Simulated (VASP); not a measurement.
NbC, 2 atoms in the cell. The structure is cubic, space group Fm-3m (No. 225). The conventional cell has a = 4.400 Å, b = 4.400 Å, c = 4.400 Å, α = 90.00°, β = 90.00°, γ = 90.00°. Nb (site symmetry m-3m) has 6 C at 2.20 Å within 2.9 Å. Within 2.9 Å of C (site symmetry m-3m) lie 6 Nb at 2.20 Å. 

| Quantity | Value |
| --- | --- |
| Program | VASP 6.6.1 |
| Task | single point |
| Functional | PBE |
| Potentials or basis | VASP PAW PBE potentials, release 64 (Nb_sv, C) |
| Cutoff | 600 eV |
| k mesh | 6 × 6 × 6 |
| Occupations | gaussian, width 0.1 eV |
| Spin | no spin polarisation |
| Dipole correction | no |
| Further INCAR settings | ALGO = Normal; EDIFF = 1e-06; NBANDS = 16 |

Potentials or basis: VASP PAW PBE potentials, release 64 (Nb_sv, C).

The run is started by

```console
$ cat potpaw_PBE.64/Nb_sv/POTCAR potpaw_PBE.64/C/POTCAR > POTCAR
$ mpirun -np 1 vasp_std > vasp.out
```

Hardware: 1 thread of Intel Xeon 8259CL, with other jobs on the host.

Task: Estimate the wall time of this run.

Result: Run time: 21 s on 1 thread of Intel Xeon 8259CL, on a shared host, peak memory 0.15 GiB. Counts: scf iterations 12, k points 16.
